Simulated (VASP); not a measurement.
# W (R-3m) in VASP: single point with PBEsol

Aim: the single point of W with PBEsol.

Program: VASP 6.6.1. These are calculated values, not measurements. Logs are shortened: lines on timing, memory, paths and dates and some standing lists are left out, and cuts for length are marked.

### Step 1. The cell of the first run

Symmetry: R-3m, No. 166, trigonal system. The conventional cell has a = 2.868 Å, b = 2.868 Å, c = 6.806 Å, α = 90.00°, β = 90.00°, γ = 120.00°. Within 3.7 Å of W (site symmetry -3m) lie 12 W at 2.81 to 2.87 Å.

### Step 2. Single point, PBEsol

Input file INCAR:

```
SYSTEM = W
ALGO = Fast
EDIFF = 1E-7
ENCUT = 520
GGA = PS
ISIF = 2
ISMEAR = 0
ISYM = 0
LASPH = .TRUE.
LCHARG = .TRUE.
LELF = .TRUE.
LREAL = .FALSE.
LVHAR = .TRUE.
LWAVE = .FALSE.
NBANDS = 13
NELM = 100
PREC = Accurate
SIGMA = 0.1
```

Input file KPOINTS:

```
k-points
0
G
  12 12 15
  0 0 0
```

Input file POSCAR:

```
W
1.0
    2.8679136047      0.0000000000      0.0000000000
   -1.4339568024      2.4836860375      0.0000000000
    1.4339568024      0.8278953458      2.2687895438
W
1
Direct
    0.0000000000      0.0000000000      0.0000000000
```

Potentials or basis: VASP PAW PBE potentials, release 64 (W_sv).

The run is started by

```sh
$ cat potpaw_PBE.64/W_sv/POTCAR > POTCAR
$ mpirun -np 1 vasp_std > vasp.out
```

OUTCAR:

```text
SYSTEM = W
   EDIFF = 1E-7
   ENCUT = 520
   GGA = PS
   ISIF = 2
   ISMEAR = 0
   ISYM = 0
   LASPH = .TRUE.
   LREAL = .FALSE.
   NELM = 100
   PREC = Accurate

 ion  position               nearest neighbor table
   1  0.000  0.000  0.000-

IMPORTANT INFORMATION: All symmetrisations will be switched off!
NOSYMM: (Re-)initialisation of all symmetry stuff for point group C_1.

----------------------------------------------------------------------------------------

                                     Primitive cell

  volume of cell :      16.1606

  direct lattice vectors                    reciprocal lattice vectors
     2.867913605  0.000000000  0.000000000     0.348685539  0.201313690 -0.293842445
    -1.433956802  2.483686038  0.000000000     0.000000000  0.402627379 -0.146921222
     1.433956802  0.827895346  2.268789544     0.000000000  0.000000000  0.440763667

  length of vectors
     2.867913605  2.867913605  2.808745059     0.498449786  0.428596141  0.440763667

  position of ions in fractional coordinates (direct lattice)
     0.000000000  0.000000000  0.000000000

  ion indices of the primitive-cell ions
   primitive index   ion index
                 1           1

----------------------------------------------------------------------------------------

 KPOINTS: k-points

Automatic generation of k-mesh.
 Grid dimensions read from file:
 generate k-points for:   12   12   15

 Generating k-lattice:

  Cartesian coordinates                     Fractional coordinates (reciprocal lattice)
     0.029057128  0.016776141 -0.024486870     0.083333333  0.000000000 -0.000000000
     0.000000000  0.033552282 -0.012243435     0.000000000  0.083333333  0.000000000
     0.000000000  0.000000000  0.029384244     0.000000000  0.000000000  0.066666667

  Length of vectors
     0.041537482  0.035716345  0.029384244

  Shift w.r.t. Gamma in fractional coordinates (k-lattice)
     0.000000000  0.000000000  0.000000000

 -----------------------------------------------------------------------------
|                                                                             |
|           W    W    AA    RRRRR   N    N  II  N    N   GGGG   !!!           |
|           W    W   A  A   R    R  NN   N  II  NN   N  G    G  !!!           |
|           W    W  A    A  R    R  N N  N  II  N N  N  G       !!!           |
|           W WW W  AAAAAA  RRRRR   N  N N  II  N  N N  G  GGG   !            |
|           WW  WW  A    A  R   R   N   NN  II  N   NN  G    G                |
|           W    W  A    A  R    R  N    N  II  N    N   GGGG   !!!           |
|                                                                             |
|     Your reciprocal lattice and k-lattice belong to different lattice       |
|     classes:                                                                |
|                                                                             |
|        The reciprocal lattice is rhombohedral (trigonal),                   |
|        whereas your k-lattice is base-centered monoclinic.                  |
|                                                                             |
|     Results are often still useful ...                                      |
|                                                                             |
 -----------------------------------------------------------------------------

 WARNING: IBZKPT: internal override: KBLOWUP is changed to .FALSE.
      ... skipping the blow-up phase ...

 Subroutine IBZKPT returns following result:
 ===========================================

 Found   1082 irreducible k-points:

 Following reciprocal coordinates:
            Coordinates               Weight
  0.000000  0.000000  0.000000      1.000000
  0.083333  0.000000 -0.000000      2.000000
  0.166667  0.000000  0.000000      2.000000
  0.250000  0.000000  0.000000      2.000000
  0.333333  0.000000  0.000000      2.000000
  0.416667 -0.000000  0.000000      2.000000
[... 16 lines left out ...]
  0.250000  0.166667  0.000000      2.000000
  0.333333  0.166667  0.000000      2.000000
 [... further k-points ...]
   k-points           NKPTS =   1082   k-points in BZ     NKDIM =   1082   number of bands    NBANDS=     13
   number of dos      NEDOS =    301   number of ions     NIONS =      1
   total plane-waves  NPLWV =  13824
   dimension x,y,z NGX =    24 NGY =   24 NGZ =   24
   dimension x,y,z NGXF=    48 NGYF=   48 NGZF=   48
   ions per type =               1
   NGX,Y,Z   is equivalent  to a cutoff of  13.91, 13.91, 14.21 a.u.
   NGXF,Y,Z  is equivalent  to a cutoff of  27.82, 27.82, 28.41 a.u.
 SYSTEM =  W
   PREC   = accura    normal or accurate (medium, high low for compatibility)
   ISTART =      0    job   : 0-new  1-cont  2-samecut
   ICHARG =      2    charge: 1-file 2-atom 10-const
   ISPIN  =      1    spin polarized calculation?
   LNONCOLLINEAR =      F non collinear calculations
   LSORBIT =      F    spin-orbit coupling
   LASPH  =      T    aspherical Exc in radial PAW
   ENCUT  =  520.0 eV  38.22 Ry    6.18 a.u.   5.33  5.33  5.22*2*pi/ulx,y,z
   NELM   =    100;   NELMIN=  2; NELMDL= -5     # of ELM steps
   EDIFF  = 0.1E-06   stopping-criterion for ELM
   LREAL  =      F    real-space projection
   EDIFFG = 0.1E-05   stopping-criterion for IOM
   NSW    =      0    number of steps for IOM
   IBRION =     -1    ionic relax: 0-MD 1-quasi-New 2-CG
   NFREE  =      0    steps in history (QN), initial steepest desc. (CG)
   ISIF   =      2    stress and relaxation
   ISYM   =      0    0-nonsym 1-usesym 2-fastsym
   POTIM  = 0.5000    time-step for ionic-motion
   TEBEG  =    0.0;   TEEND  =   0.0 temperature during run
   PSTRESS=    0.0 pullay stress
   NELECT =      14.0000    total number of electrons
   NUPDOWN=      -1.0000    fix difference up-down
   EMIN   =  10.00;   EMAX   =-10.00  energy-range for DOS
   EFERMI =   0.00;   METHOD = LEGACY
   ISMEAR =     0;   SIGMA  =   0.10  broadening in eV -4-tet -1-fermi 0-gaus
   EFERMI_NEDOS =   21; number of points for ismear=-14 and -15
   IALGO  =     68    algorithm
   IMIX   =      4    mixing-type and parameters
     AMIX     =   0.40;   BMIX     =  1.00
     AMIX_MAG =   1.60;   BMIX_MAG =  1.00
  volume/ion in A,a.u.               =      16.16       109.06
  Fermi-wavevector in a.u.,A,eV,Ry     =   1.560625  2.949153 33.137669  2.435550
  Thomas-Fermi vector in A             =   2.663809
   LORBIT       =      0    0 simple, 1 ext, 2 COOP (PROOUT), +10 PAW based schemes
   GGA     = PS    functional components
   LHFCALC =     F    Hartree Fock is set to
   AEXX    =    0.0000 exact exchange contribution
   IVDW    =     0    specifies the selected vdW correction
   LEPSILON=     F    determine dielectric tensor
   LRPA    =     F    only Hartree local field effects (RPA)
 non-spin polarized calculation
 RMM-DIIS sequential band-by-band and
 Gauss-broadening in eV      SIGMA  =   0.10
  energy-cutoff  :      520.00
  volume of cell :       16.16
 maximum number of plane-waves:       447
 NGX is ok and might be reduce to    24
   NGX = 11   NGY = 11   NGZ = 11

 number of electron      14.0000002 magnetization

 Free energy of the ion-electron system (eV)
  ---------------------------------------------------
  ext. energy  EPLUGINS =         0.00000000
  ---------------------------------------------------
  free energy    TOTEN  =       -13.32221726 eV

  energy without entropy =      -13.31711797  energy(sigma->0) =      -13.31966762

 E-fermi :  10.5663     XC(G=0): -13.6412

 val. band max:       10.5655578721   @ k =  -0.1667   0.0833   0.0667
 cond. band min:      10.5716265333   @ k =   0.0000   0.0000   0.4000
 fundamental gap:      0.0060686612
 Fermi energy:        10.5663163850

 k-point     1 :       0.0000    0.0000    0.0000
  band No.  band energies     occupation
      1     -63.0710      2.00000
      2     -26.7007      2.00000
      3     -26.7002      2.00000
      4     -26.6254      2.00000
      5       1.4449      2.00000
      6       9.7414      2.00000
      7       9.7422      2.00000
      8      10.3421      1.99848
      9      13.1549      0.00000
     10      13.1551      0.00000
     11      23.3704      0.00000
     12      28.3713      0.00000
     13      28.3728      0.00000

 k-point     2 :       0.0833    0.0000   -0.0000
  band No.  band energies     occupation
      1     -63.0608      2.00000
      2     -26.7701      2.00000
      3     -26.7316      2.00000
      4     -26.6705      2.00000
      5       1.8578      2.00000
      6       9.4692      2.00000
      7       9.9992      2.00000
      8      10.4525      1.89252
      9      12.6475      0.00000
     10      13.2919      0.00000
     11      24.2015      0.00000
     12      27.8704      0.00000
     13      28.6581      0.00000

 k-point     3 :       0.1667    0.0000    0.0000
  band No.  band energies     occupation
      1     -63.0329      2.00000
      2     -26.9869      2.00000
      3     -26.8167      2.00000
      4     -26.7585      2.00000
      5       2.9932      2.00000
      6       8.5816      2.00000
      7      10.7599      0.00619
      8      11.0904      0.00000
      9      11.4735      0.00000
     10      13.6826      0.00000
     11      26.3960      0.00000
     12      27.5212      0.00000
     13      29.2352      0.00000

 k-point     4 :       0.2500    0.0000    0.0000
  band No.  band energies     occupation
      1     -62.9947      2.00000
      2     -27.2786      2.00000
      3     -26.9314      2.00000
      4     -26.8658      2.00000
      5       4.4378      2.00000
      6       7.5435      2.00000
      7      10.3925      1.98601
      8      11.9903      0.00000
      9      12.2876      0.00000
     10      14.2621      0.00000
     11      28.0571      0.00000
     12      28.7205      0.00000
     13      29.1055      0.00000

 k-point     5 :       0.3333    0.0000    0.0000
  band No.  band energies     occupation
      1     -62.9563      2.00000
      2     -27.5555      2.00000
      3     -27.0444      2.00000
      4     -26.9697      2.00000
      5       5.2191      2.00000
      6       6.6699      2.00000
      7      10.7350      0.01706
      8      13.6121      0.00000
      9      13.8268      0.00000
     10      14.9104      0.00000
     11      26.2346      0.00000
     12      26.6705      0.00000
     13      28.5348      0.00000
[... 257 lines left out ...]
 k-point    22 :       0.1667    0.1667   -0.0000
  band No.  band energies     occupation
      1     -62.9863      2.00000
      2     -27.4414      2.00000
      3     -26.8998      2.00000
      4     -26.8505      2.00000
      5       4.8645      2.00000
      6       7.9208      2.00000
      7       9.6518      2.00000
      8      11.4919      0.00000
      9      13.2395      0.00000
     10      14.7921      0.00000
     11      24.7662      0.00000
     12      27.9695      0.00000
     13      30.0649      0.00000

 k-point    23 :       0.2500    0.1667    0.0000
  band No.  band energies     occupation
      1     -62.9530      2.00000
      2     -27.6102      2.00000
      3     -27.0687      2.00000
      4     -26.9428      2.00000
      5       5.7135      2.00000
      6       7.1874      2.00000
      7       9.6255      2.00000
      8      12.4574      0.00000
      9      15.1046      0.00000
     10      15.7241      0.00000
     11      23.2832      0.00000
     12      27.3805      0.00000
     13      27.6529      0.00000

 k-point    24 :       0.3333    0.1667    0.0000
  band No.  band energies     occupation
      1     -62.9287      2.00000
      2     -27.7041      2.00000
      3     -27.2169      2.00000
      4     -27.0082      2.00000
      5       5.6557      2.00000
      6       6.6567      2.00000
      7      10.8333      0.00016
      8      13.6146      0.00000
      9      16.0171      0.00000
     10      17.5370      0.00000
     11      20.7629      0.00000
     12      25.5737      0.00000
     13      26.3603      0.00000

 [... further k-points ...]
[... 5 lines left out ...]
  --------------------------------------------------------------------------------------
  -------------------------------------------------------------------------------------
  Total       -0.0295026     -0.0322002     -0.8107799      0.0023335     -0.0058438     -0.0101220
  in kB       -2.9249204     -3.1923599    -80.3815870      0.2313422     -0.5793612     -1.0035076
  external PRESSURE =     -28.8329558 kB  Pullay stress =       0.0000000 kB

 VOLUME and BASIS-vectors are now :
 -----------------------------------------------------------------------------
  energy-cutoff  :      520.00
  volume of cell :       16.16
      direct lattice vectors                 reciprocal lattice vectors
     2.867913605  0.000000000  0.000000000     0.348685539  0.201313690 -0.293842445
    -1.433956802  2.483686038  0.000000000     0.000000000  0.402627379 -0.146921222
     1.433956802  0.827895346  2.268789544     0.000000000  0.000000000  0.440763667

 POSITION                                       TOTAL-FORCE (eV/Angst)
 -----------------------------------------------------------------------------------
      0.00000      0.00000      0.00000        -0.000000     -0.000000      0.000000
 -----------------------------------------------------------------------------------
    total drift:                               -0.000000     -0.000000      0.000000

  FREE ENERGIE OF THE ION-ELECTRON SYSTEM (eV)
  ---------------------------------------------------
  free  energy   TOTEN  =       -13.3222172615 eV

  energy  without entropy=      -13.3171179740  energy(sigma->0) =      -13.31966762
```

Run time: 1.8 min. Hardware: 1 thread of Intel Xeon 6975P-C (Granite Rapids), shared host; peak memory 0.32 GiB.

Results:

```yaml
Free_energy: -13.3222 eV
Pressure: -2.9 GPa
Band_gap_on_the_k_mesh: zero (band 7 reaches 13.69 eV, above the bottom of band 8 at 10.03 eV)
```

Caveat: the PAW data sets were made with another functional, which shifts forces and pressure a little; spin-orbit coupling is left out, which moves the levels of the heavy elements.
